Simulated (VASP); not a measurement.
Runs of VASP 6.6.1 on AlFe3. The structure is that of space group Fm-3m (No. 225), or close to it. The cells are those of the table. 

```csv
task,cell,k mesh,cutoff (eV),gap on the mesh (eV),pressure (GPa),moment (μB)
single point,"a = 4.083 Å, angles 60.0°, 4 atoms",6 × 6 × 6,520,none,(b),6.15
single point,"a = 4.009 Å, angles 60.0°, 4 atoms",6 × 6 × 6,520,none,0.0,5.96
single point,"a = 3.963 Å, angles 60.0°, 4 atoms",12 × 12 × 12,520,none,(a),5.59
single point,"a = 3.922 Å, angles 60.0°, 4 atoms",12 × 12 × 12,520,none,12.6,5.23
relaxation of cell and atoms,"relaxed from a = 4.083 Å, angles 60.0°, 4 atoms",6 × 6 × 6,600,none,-0.2,5.96
```

Alike in all rows: level PBEsol; potentials or basis VASP PAW PBE potentials, release 64 (Al, Fe); spin collinear, ferromagnetic start; smearing gaussian 0.1 eV.

Q: Estimate the missing entries.

A: (a) 6.2; (b) -9.4.

Caveats: the PAW data sets were made with another functional, which shifts forces and pressure a little; the cell stands under pressure (at least some runs); the cell stands under tension (at least some runs).

A gap of «none» marks levels without a gap at the run's occupations.
